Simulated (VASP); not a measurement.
# LiBr3 (Pm-3m) in VASP: further runs

The runs below take LiBr3 through single point, relaxation of cell and atoms, with PBE.

All numbers are computed with VASP 6.6.1; they aren't measurements. Logs are shortened: lines on timing, memory, paths and dates and some standing lists are left out, and cuts for length are marked.

## 1. The cell of the first run

It takes space group Pm-3m (No. 221, cubic). Conventional cell: a = 4.751 Å, b = 4.751 Å, c = 4.751 Å, α = 90.00°, β = 90.00°, γ = 90.00°. Li (site symmetry m-3m) has 12 Br at 3.36 Å within 4.4 Å. Within 4.4 Å of Br (site symmetry 4/mmm) lie 4 Li at 3.36 Å and 8 Br at 3.36 Å.

The cell was built from a structure type or drawn by symmetry, and may not be a known phase.

## 2. Single point, PBE

Contents of INCAR:

```
PREC = Accurate
ENCUT = 520
EDIFF = 1E-6
ISMEAR = 0
SIGMA = 0.1
LREAL = False
LASPH = True
NELM = 80
ALGO = Normal
ISIF = 2
LWAVE = False
LCHARG = False
GGA = PE
NBANDS = 20
```

Contents of KPOINTS:

```
regular mesh
0
Gamma
  10 10 10
```

Contents of POSCAR:

```
LiBr3
1.0
    4.7505772792      0.0000000000      0.0000000000
    0.0000000000      4.7505772792      0.0000000000
    0.0000000000      0.0000000000      4.7505772792
Li Br
1 3
Direct
    0.0000000000      0.0000000000      0.0000000000
    0.0000000000      0.5000000000      0.5000000000
    0.5000000000      0.5000000000      0.0000000000
    0.5000000000      0.0000000000      0.5000000000
```

Potentials or basis: VASP PAW PBE potentials, release 64 (Li_sv, Br).

Command:

```sh
> cat potpaw_PBE.64/Li_sv/POTCAR potpaw_PBE.64/Br/POTCAR > POTCAR
> mpirun -np 1 vasp_std > vasp.out
```

OUTCAR:

```text
PREC = Accurate
   ENCUT = 520
   EDIFF = 1E-6
   ISMEAR = 0
   LREAL = False
   LASPH = True
   NELM = 80
   ISIF = 2
   GGA = PE

 ion  position               nearest neighbor table
   1  0.000  0.000  0.000-
   2  0.000  0.500  0.500-
   3  0.500  0.500  0.000-
   4  0.500  0.000  0.500-

  LATTYP: Found a simple cubic cell.
 ALAT       =     4.7505772792

  Lattice vectors:

 A1 = (   4.7505772792,   0.0000000000,   0.0000000000)
 A2 = (   0.0000000000,   4.7505772792,   0.0000000000)
 A3 = (   0.0000000000,   0.0000000000,   4.7505772792)

Analysis of symmetry for initial positions (statically):
=====================================================================
 Subroutine PRICEL returns:
 Original cell was already a primitive cell.

 Routine SETGRP: Setting up the symmetry group for a
 simple cubic supercell.

 Subroutine GETGRP returns: Found 48 space group operations
 (whereof 48 operations were pure point group operations)
 out of a pool of 48 trial point group operations.

The static configuration has the point symmetry O_h .

Analysis of symmetry for dynamics (positions and initial velocities):
=====================================================================
 Subroutine PRICEL returns:
 Original cell was already a primitive cell.

 Routine SETGRP: Setting up the symmetry group for a
 simple cubic supercell.

 Subroutine GETGRP returns: Found 48 space group operations
 (whereof 48 operations were pure point group operations)
 out of a pool of 48 trial point group operations.

The dynamic configuration has the point symmetry O_h .

 Subroutine INISYM returns: Found 48 space group operations
 (whereof 48 operations are pure point group operations),
 and found     1 'primitive' translations

----------------------------------------------------------------------------------------

                                     Primitive cell

  volume of cell :     107.2110

  direct lattice vectors                    reciprocal lattice vectors
     4.750577279  0.000000000  0.000000000     0.210500733  0.000000000  0.000000000
     0.000000000  4.750577279  0.000000000     0.000000000  0.210500733  0.000000000
     0.000000000  0.000000000  4.750577279     0.000000000  0.000000000  0.210500733

  length of vectors
     4.750577279  4.750577279  4.750577279     0.210500733  0.210500733  0.210500733

  position of ions in fractional coordinates (direct lattice)
     0.000000000  0.000000000  0.000000000
     0.000000000  0.500000000  0.500000000
     0.500000000  0.500000000  0.000000000
     0.500000000  0.000000000  0.500000000

  ion indices of the primitive-cell ions
   primitive index   ion index
                 1           1
                 2           2
                 3           3
                 4           4

----------------------------------------------------------------------------------------

 KPOINTS: regular mesh

Automatic generation of k-mesh.
 Grid dimensions read from file:
 generate k-points for:   10   10   10

 Generating k-lattice:

  Cartesian coordinates                     Fractional coordinates (reciprocal lattice)
     0.021050073  0.000000000  0.000000000     0.100000000  0.000000000  0.000000000
     0.000000000  0.021050073  0.000000000     0.000000000  0.100000000  0.000000000
     0.000000000  0.000000000  0.021050073     0.000000000  0.000000000  0.100000000

  Length of vectors
     0.021050073  0.021050073  0.021050073

  Shift w.r.t. Gamma in fractional coordinates (k-lattice)
     0.000000000  0.000000000  0.000000000

 Subroutine IBZKPT returns following result:
 ===========================================

 Found     56 irreducible k-points:

 Following reciprocal coordinates:
            Coordinates               Weight
  0.000000  0.000000  0.000000      1.000000
  0.100000  0.000000  0.000000      6.000000
  0.200000  0.000000  0.000000      6.000000
  0.300000  0.000000  0.000000      6.000000
  0.400000  0.000000  0.000000      6.000000
  0.500000  0.000000  0.000000      3.000000
[... 16 lines left out ...]
  0.200000  0.100000  0.100000     24.000000
  0.300000  0.100000  0.100000     24.000000
 [... further k-points ...]
   k-points           NKPTS =     56   k-points in BZ     NKDIM =     56   number of bands    NBANDS=     20
   number of dos      NEDOS =    301   number of ions     NIONS =      4
   total plane-waves  NPLWV =  46656
   dimension x,y,z NGX =    36 NGY =   36 NGZ =   36
   dimension x,y,z NGXF=    72 NGYF=   72 NGZF=   72
   ions per type =               1   3
   NGX,Y,Z   is equivalent  to a cutoff of  12.60, 12.60, 12.60 a.u.
   NGXF,Y,Z  is equivalent  to a cutoff of  25.20, 25.20, 25.20 a.u.
 SYSTEM =  unknown system
   PREC   = accura    normal or accurate (medium, high low for compatibility)
   ISTART =      0    job   : 0-new  1-cont  2-samecut
   ICHARG =      2    charge: 1-file 2-atom 10-const
   ISPIN  =      1    spin polarized calculation?
   LNONCOLLINEAR =      F non collinear calculations
   LSORBIT =      F    spin-orbit coupling
   LASPH  =      T    aspherical Exc in radial PAW
   ENCUT  =  520.0 eV  38.22 Ry    6.18 a.u.   8.83  8.83  8.83*2*pi/ulx,y,z
   NELM   =     80;   NELMIN=  2; NELMDL= -5     # of ELM steps
   EDIFF  = 0.1E-05   stopping-criterion for ELM
   LREAL  =      F    real-space projection
   EDIFFG = 0.1E-04   stopping-criterion for IOM
   NSW    =      0    number of steps for IOM
   IBRION =     -1    ionic relax: 0-MD 1-quasi-New 2-CG
   NFREE  =      0    steps in history (QN), initial steepest desc. (CG)
   ISIF   =      2    stress and relaxation
   ISYM   =      2    0-nonsym 1-usesym 2-fastsym
   POTIM  = 0.5000    time-step for ionic-motion
   TEBEG  =    0.0;   TEEND  =   0.0 temperature during run
   PSTRESS=    0.0 pullay stress
   NELECT =      24.0000    total number of electrons
   NUPDOWN=      -1.0000    fix difference up-down
   EMIN   =  10.00;   EMAX   =-10.00  energy-range for DOS
   EFERMI =   0.00;   METHOD = LEGACY
   ISMEAR =     0;   SIGMA  =   0.10  broadening in eV -4-tet -1-fermi 0-gaus
   EFERMI_NEDOS =   21; number of points for ismear=-14 and -15
   IALGO  =     38    algorithm
   IMIX   =      4    mixing-type and parameters
     AMIX     =   0.40;   BMIX     =  1.00
     AMIX_MAG =   1.60;   BMIX_MAG =  1.00
  volume/ion in A,a.u.               =      26.80       180.87
  Fermi-wavevector in a.u.,A,eV,Ry     =   0.994029  1.878442 13.443818  0.988093
  Thomas-Fermi vector in A             =   2.125951
   LORBIT       =      0    0 simple, 1 ext, 2 COOP (PROOUT), +10 PAW based schemes
   GGA     = PE    functional components
   LHFCALC =     F    Hartree Fock is set to
   AEXX    =    0.0000 exact exchange contribution
   IVDW    =     0    specifies the selected vdW correction
   LEPSILON=     F    determine dielectric tensor
   LRPA    =     F    only Hartree local field effects (RPA)
 non-spin polarized calculation
 Gauss-broadening in eV      SIGMA  =   0.10
  energy-cutoff  :      520.00
  volume of cell :      107.21
 maximum number of plane-waves:      2945
 NGX is ok and might be reduce to    36
   NGX = 17   NGY = 17   NGZ = 17

 number of electron      23.9999989 magnetization

 Free energy of the ion-electron system (eV)
  ---------------------------------------------------
  ext. energy  EPLUGINS =         0.00000000
  ---------------------------------------------------
  free energy    TOTEN  =        -7.70881822 eV

  energy without entropy =       -7.66878521  energy(sigma->0) =       -7.68880171

 E-fermi :   0.8444     XC(G=0):  -8.3197

 val. band max:        0.8395074327   @ k =   0.5000   0.3000   0.0000
 cond. band min:       0.8498983164   @ k =   0.4000   0.4000   0.3000
 fundamental gap:      0.0103908837
 Fermi energy:         0.8444299205

 k-point     1 :       0.0000    0.0000    0.0000
  band No.  band energies     occupation
      1     -45.9629      2.00000
      2     -13.9063      2.00000
      3     -12.4727      2.00000
      4     -12.4727      2.00000
      5      -2.5916      2.00000
      6      -2.5916      2.00000
[... 12 lines left out ...]
     19       9.1101      0.00000
     20       9.1101      0.00000

 k-point     2 :       0.1000    0.0000    0.0000
  band No.  band energies     occupation
      1     -45.9628      2.00000
      2     -13.8794      2.00000
      3     -12.5095      2.00000
      4     -12.4706      2.00000
      5      -2.5503      2.00000
      6      -2.5503      2.00000
[... 12 lines left out ...]
     19       8.8547      0.00000
     20       9.1674      0.00000

 k-point     3 :       0.2000    0.0000    0.0000
  band No.  band energies     occupation
      1     -45.9628      2.00000
      2     -13.8014      2.00000
      3     -12.6132      2.00000
      4     -12.4652      2.00000
      5      -2.4304      2.00000
      6      -2.4304      2.00000
[... 12 lines left out ...]
     19       8.6248      0.00000
     20       9.3362      0.00000

 k-point     4 :       0.3000    0.0000    0.0000
  band No.  band energies     occupation
      1     -45.9628      2.00000
      2     -13.6822      2.00000
      3     -12.7639      2.00000
      4     -12.4584      2.00000
      5      -2.2473      2.00000
      6      -2.2473      2.00000
[... 12 lines left out ...]
     19       9.4142      0.00000
     20       9.6040      0.00000

 k-point     5 :       0.4000    0.0000    0.0000
  band No.  band energies     occupation
      1     -45.9628      2.00000
      2     -13.5470      2.00000
      3     -12.9244      2.00000
      4     -12.4529      2.00000
      5      -2.0441      2.00000
      6      -2.0441      2.00000
[... 12 lines left out ...]
     19       9.9252      0.00000
     20      10.2595      0.00000
[... 353 lines left out ...]
      6      -2.2944      2.00000
[... 12 lines left out ...]
     19      10.7495      0.00000
     20      11.6248      0.00000

 k-point    22 :       0.1000    0.1000    0.1000
  band No.  band energies     occupation
      1     -45.9628      2.00000
      2     -13.8265      2.00000
      3     -12.5230      2.00000
      4     -12.5230      2.00000
      5      -2.6622      2.00000
      6      -2.3675      2.00000
[... 12 lines left out ...]
     19       9.1308      0.00000
     20       9.1308      0.00000

 k-point    23 :       0.2000    0.1000    0.1000
  band No.  band energies     occupation
      1     -45.9628      2.00000
      2     -13.7503      2.00000
      3     -12.6208      2.00000
      4     -12.5170      2.00000
      5      -2.6590      2.00000
      6      -2.2583      2.00000
[... 12 lines left out ...]
     19       8.9180      0.00000
     20       9.5750      0.00000

 k-point    24 :       0.3000    0.1000    0.1000
  band No.  band energies     occupation
      1     -45.9628      2.00000
      2     -13.6336      2.00000
      3     -12.7642      2.00000
      4     -12.5097      2.00000
      5      -2.5549      2.00000
      6      -2.0867      2.00000
[... 12 lines left out ...]
     19       9.3983      0.00000
     20      10.0024      0.00000

 [... further k-points ...]

------------------------ aborting loop because EDIFF is reached ----------------------------------------

  FORCE on cell =-STRESS in cart. coord.  units (eV):
  Direction    XX          YY          ZZ          XY          YZ          ZX
  --------------------------------------------------------------------------------------
  -------------------------------------------------------------------------------------
  Total       -0.0019694     -0.0019694     -0.0019694     -0.0000000      0.0000000     -0.0000000
  in kB       -0.0294305     -0.0294305     -0.0294305     -0.0000000      0.0000000     -0.0000000
  external PRESSURE =      -0.0294305 kB  Pullay stress =       0.0000000 kB

 VOLUME and BASIS-vectors are now :
 -----------------------------------------------------------------------------
  energy-cutoff  :      520.00
  volume of cell :      107.21
      direct lattice vectors                 reciprocal lattice vectors
     4.750577279  0.000000000  0.000000000     0.210500733  0.000000000  0.000000000
     0.000000000  4.750577279  0.000000000     0.000000000  0.210500733  0.000000000
     0.000000000  0.000000000  4.750577279     0.000000000  0.000000000  0.210500733

 POSITION                                       TOTAL-FORCE (eV/Angst)
 -----------------------------------------------------------------------------------
      0.00000      0.00000      0.00000         0.000000      0.000000      0.000000
      0.00000      2.37529      2.37529         0.000000      0.000000      0.000000
      2.37529      2.37529      0.00000         0.000000      0.000000      0.000000
      2.37529      0.00000      2.37529         0.000000      0.000000      0.000000
 -----------------------------------------------------------------------------------
    total drift:                                0.000000      0.000000      0.000000

  FREE ENERGIE OF THE ION-ELECTRON SYSTEM (eV)
  ---------------------------------------------------
  free  energy   TOTEN  =        -7.7088182198 eV

  energy  without entropy=       -7.6687852056  energy(sigma->0) =       -7.68880171
```

Run time: 45 s. Hardware: 1 thread of Intel Xeon Platinum 8488C (Sapphire Rapids), shared host; peak memory 0.26 GiB.

What came out:

- Free energy: -7.7088 eV
- Band gap on the k mesh: zero (bands 12 and 13 overlap by 0.44 eV)

Levels at points of the mesh, in eV from the Fermi level:
| k point | band 9 | band 10 | band 11 | band 12 | band 13 | band 14 | band 15 | band 16 |
| --- | --- | --- | --- | --- | --- | --- | --- | --- |
| (0.00, 0.00, 0.00) | -1.06 | -1.06 | 0.12 | 0.12 | 0.12 | 3.18 | 6.97 | 7.05 |
| (0.50, 0.00, 0.00) | -1.82 | -1.71 | -1.52 | -0.19 | -0.19 | 4.90 | 5.85 | 7.11 |
| (0.50, 0.50, 0.00) | -1.72 | -1.70 | -1.70 | 0.20 | 0.21 | 5.73 | 5.75 | 7.03 |
| (0.50, 0.50, 0.50) | 0.24 | 0.24 | 0.24 | 0.24 | 0.24 | 3.47 | 8.52 | 8.52 |

Caveat: the cutoff is under 1.25 times the usual one of these potentials, so pressure, stress and relaxed cells hold a basis-set (Pulay) error.

## 3. Relaxation of cell and atoms, PBE

This run uses another cell than the first one, of 26.16 Å³/atom.

Contents of INCAR:

```
SYSTEM = LiBr3
  PREC = Accurate
  ENCUT = 600
  EDIFF = 1E-6
  ISMEAR = 0
  SIGMA = 0.1
  LREAL = .False.
  LASPH = .True.
  NELM = 80
  ALGO = Normal
  ISIF = 3
  LWAVE = .False.
  LCHARG = .False.
  GGA = PE
  IBRION = 2
  NSW = 100
  EDIFFG = -0.01
```

Contents of KPOINTS:

```
regular mesh
0
Gamma
  10 10 10
  0 0 0
```

Contents of POSCAR:

```
LiBr3
1.0
    4.7120873900      0.0000000000      0.0000000000
    0.0000000000      4.7120873900      0.0000000000
    0.0000000000      0.0000000000      4.7120873900
Li Br
1 3
Direct
    0.0000000000      0.0000000000      0.0000000000
    0.0000000000      0.5000000000      0.5000000000
    0.5000000000      0.5000000000      0.0000000000
    0.5000000000      0.0000000000      0.5000000000
```

Potentials or basis: VASP PAW PBE potentials, release 64 (Li_sv, Br).

Command:

```sh
> cat potpaw_PBE.64/Li_sv/POTCAR potpaw_PBE.64/Br/POTCAR > POTCAR
> mpirun -np 1 vasp_std > vasp.out
```

It took 2.1 min on 1 thread of Intel Xeon Platinum 8488C (Sapphire Rapids), shared host; peak memory 0.31 GiB.

Results (log left out):

- Free energy: -7.7080 eV
- Relaxed volume: 26.74 Å³/atom
- Relaxed cell: a = 4.747 Å, b = 4.747 Å, c = 4.747 Å, α = 90.00°, β = 90.00°, γ = 90.00°
- Space group after relaxing (to 0.1 Å): Pm-3m (No. 221)
- Energy gained by relaxing: 1.0 meV/atom
- Ionic steps: 3
- Pressure after relaxing: 0.0 GPa
- Band gap on the k mesh: zero (bands 12 and 13 overlap by 0.44 eV)

The path:
```tsv
step	energy change (eV)	largest force (eV/Å)	pressure (GPa)	volume (Å³)
1	0.0000	0.0000	0.54	104.63
2	-0.0032	0.0000	0.24	105.96
3	-0.0041	0.0000	0.03	106.95
```

Final structure:
```yaml
crystal:
  lattice:
    - [4.74667, 0.00000, 0.00000]
    - [0.00000, 4.74667, 0.00000]
    - [0.00000, 0.00000, 4.74667]
  atoms:
    - { symbol: Li, position: [0.00000, 0.00000, 0.00000] }
    - { symbol: Br, position: [0.00000, 0.50000, 0.50000] }
    - { symbol: Br, position: [0.50000, 0.50000, 0.00000] }
    - { symbol: Br, position: [0.50000, 0.00000, 0.50000] }
```

Levels at points of the mesh, in eV from the Fermi level:
| k point | band 8 | band 9 | band 10 | band 11 | band 12 | band 13 | band 14 | band 15 | band 16 |
| --- | --- | --- | --- | --- | --- | --- | --- | --- | --- |
| (0.00, 0.00, 0.00) | -1.07 | -1.07 | -1.07 | 0.12 | 0.12 | 0.12 | 3.17 | 6.97 | 7.05 |
| (0.50, 0.00, 0.00) | -1.83 | -1.83 | -1.72 | -1.53 | -0.19 | -0.19 | 4.90 | 5.86 | 7.12 |
| (0.50, 0.50, 0.00) | -2.03 | -1.73 | -1.71 | -1.71 | 0.20 | 0.21 | 5.73 | 5.76 | 7.04 |
| (0.50, 0.50, 0.50) | -3.62 | 0.24 | 0.24 | 0.24 | 0.24 | 0.24 | 3.47 | 8.53 | 8.53 |

Caveat: the cutoff is under 1.25 times the usual one of these potentials, so pressure, stress and relaxed cells hold a basis-set (Pulay) error.
